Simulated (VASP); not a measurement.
Set up this calculation in VASP 6.6.1, as the native input.

```yaml
Task: single point
Functional: PBE
Potentials_or_basis: VASP PAW PBE potentials, release 64 (Li_sv, W_sv, S)
Cutoff: 520 eV
k_mesh: 8 × 8 × 8
Occupations: gaussian, width 0.1 eV
Spin: no spin polarisation
Dipole_correction: no
Further_INCAR_settings: ALGO = Normal; EDIFF = 1e-07; NBANDS = 56
```

The structure of LiW6S lies in POSCAR:

```
LiW6S
1.0
    0.0000000000      3.9506592615      3.9506592615
    3.9506592615      0.0000000000      3.9506592615
    3.9506592615      3.9506592615      0.0000000000
Li W S
1 6 1
Direct
    0.0000000000      0.0000000000      0.0000000000
    0.5000000000      0.0000000000      0.0000000000
    0.0000000000      0.5000000000      0.5000000000
    0.0000000000      0.5000000000      0.0000000000
    0.5000000000      0.0000000000      0.5000000000
    0.0000000000      0.0000000000      0.5000000000
    0.5000000000      0.5000000000      0.0000000000
    0.5000000000      0.5000000000      0.5000000000
```

The cell was built from a structure type or drawn by symmetry, and may not be a known phase.

The input as run:

INCAR

```
SYSTEM = LiW6S
PREC = Accurate
ENCUT = 520
EDIFF = 1E-7
ISMEAR = 0
SIGMA = 0.1
LREAL = .False.
LASPH = .True.
NELM = 100
ALGO = Normal
ISIF = 2
LWAVE = .False.
LCHARG = .False.
GGA = PE
NBANDS = 56
```

KPOINTS

```
regular mesh
0
Gamma
  8 8 8
  0 0 0
```

Potentials or basis: VASP PAW PBE potentials, release 64 (Li_sv, W_sv, S).

Launch:

```bash
$ cat potpaw_PBE.64/Li_sv/POTCAR potpaw_PBE.64/W_sv/POTCAR potpaw_PBE.64/S/POTCAR > POTCAR
$ mpirun -np 1 vasp_std > vasp.out
```

It gave:

```yaml
Band_gap_on_the_k_mesh: zero (an odd number of electrons rules out a gap without spin polarisation)
```

Caveat: spin-orbit coupling is left out, which moves the levels of the heavy elements.

Wall time 2.6 min on 1 thread of Intel(R) Xeon(R) 6975P-C (Granite Rapids) (shared host), peak memory 0.33 GiB.
